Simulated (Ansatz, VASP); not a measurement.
# Two plane-wave programs on HfO2

INCAR

```
SYSTEM = HfO2
ALGO     = Normal         ! electronic algorithm
EDIFF    = 1E-6           ! SCF threshold, eV
EDIFFG   = -0.01          ! ionic threshold
ENCUT    = 600            ! plane-wave cutoff, eV
GGA      = PE             ! functional
IBRION   = 2              ! ionic algorithm
ISIF     = 3              ! what is computed and relaxed
ISMEAR   = -1             ! smearing method
LASPH    = .True.         ! aspherical terms in the spheres
LCHARG   = .False.        ! write CHGCAR
LREAL    = .False.        ! projectors in reciprocal space
LWAVE    = .False.        ! write WAVECAR
NELM     = 60             ! most SCF steps
NSW      = 60             ! ionic steps
PREC     = Accurate       ! precision mode
SIGMA    = 0.05           ! smearing width, eV
```

The input KPOINTS:

```
k-points
0
Gamma
  5 6 5
  0 0 0
```

Contents of POSCAR:

```
HfO2
1.0
    5.2194633600      0.0000000000      0.0000000000
    0.0000000000      5.0047636900      0.0000000000
    0.0000000000      0.0000000000      5.0326850500
Hf O
4 8
Direct
    0.9669940000      0.7325208200      0.7414403500
    0.5330060000      0.7325208200      0.2414403500
    0.4669940000      0.2674791800      0.7414403500
    0.0330060000      0.2674791800      0.2414403500
    0.6321274500      0.9286454000      0.8792672600
    0.8678725500      0.9286454000      0.3792672600
    0.2339485200      0.5398830500      0.4922923900
    0.2660514800      0.5398830500      0.9922923900
    0.7660514800      0.4601169500      0.9922923900
    0.7339485200      0.4601169500      0.4922923900
    0.1321274500      0.0713546000      0.8792672600
    0.3678725500      0.0713546000      0.3792672600
```

The input input.yaml:

```yaml
crystal:
  lattice:
    - [5.21946336, 0.0, 0.0]
    - [0.0, 5.00476369, 0.0]
    - [0.0, 0.0, 5.03268505]
  atoms:
    - { symbol: Hf, position: [0.966994, 0.73252082, 0.74144035] }
    - { symbol: Hf, position: [0.533006, 0.73252082, 0.24144035] }
    - { symbol: Hf, position: [0.466994, 0.26747918, 0.74144035] }
    - { symbol: Hf, position: [0.033006, 0.26747918, 0.24144035] }
    - { symbol: O, position: [0.63212745, 0.9286454, 0.87926726] }
    - { symbol: O, position: [0.86787255, 0.9286454, 0.37926726] }
    - { symbol: O, position: [0.23394852, 0.53988305, 0.49229239] }
    - { symbol: O, position: [0.26605148, 0.53988305, 0.99229239] }
    - { symbol: O, position: [0.76605148, 0.46011695, 0.99229239] }
    - { symbol: O, position: [0.73394852, 0.46011695, 0.49229239] }
    - { symbol: O, position: [0.13212745, 0.0713546, 0.87926726] }
    - { symbol: O, position: [0.36787255, 0.0713546, 0.37926726] }
hamiltonian:
  xc: pbe
  pseudopotentials: { kind: paw }
kpoints:
  mp_grid: { grid: [5, 6, 5] }
scf:
  occupations: { method: fermi_dirac, width: 0.05 }
output:
  forces: true
  stress: true
relax:
  f_tol: 0.01
  max_steps: 40
  cell: { stress_tol: 0.05 }
```

Alike in both runs: task relaxation of cell and atoms; functional PBE; k mesh 5 × 6 × 5; occupations fermi-dirac, width 0.05 eV; no spin polarisation.

|  | VASP | Ansatz |
| --- | --- | --- |
| version | VASP 6.6.1 | Ansatz 0.2.0 |
| potentials or method | VASP PAW PBE potentials, release 64 (Hf_pv, O) | Ansatz PAW |
| plane-wave cutoff (eV) | 600 | 420 |
| valence electrons in the cell | 88 | 152 |

|  | VASP | Ansatz | Ansatz less VASP |
| --- | --- | --- | --- |
| relaxed volume (Å³/atom) | 11.24 | 11.41 | +0.165 |
| relaxed length of the cell vector where the two differ most in proportion (Å) | 5.266 | 5.294 | +0.0275 |

VASP's potentials hold 88 valence electrons a cell and Ansatz's 152, so a difference there can come from the potentials and not from the codes.

Neither program's run includes spin-orbit coupling. Noted on Ansatz's run: odd divisions of the mesh miss points on the zone boundary, where band edges often lie, so the gap on the mesh can be too wide; the plane-wave basis is chosen anew once the cell has moved, so the energies of steps on either side of that aren't comparable.
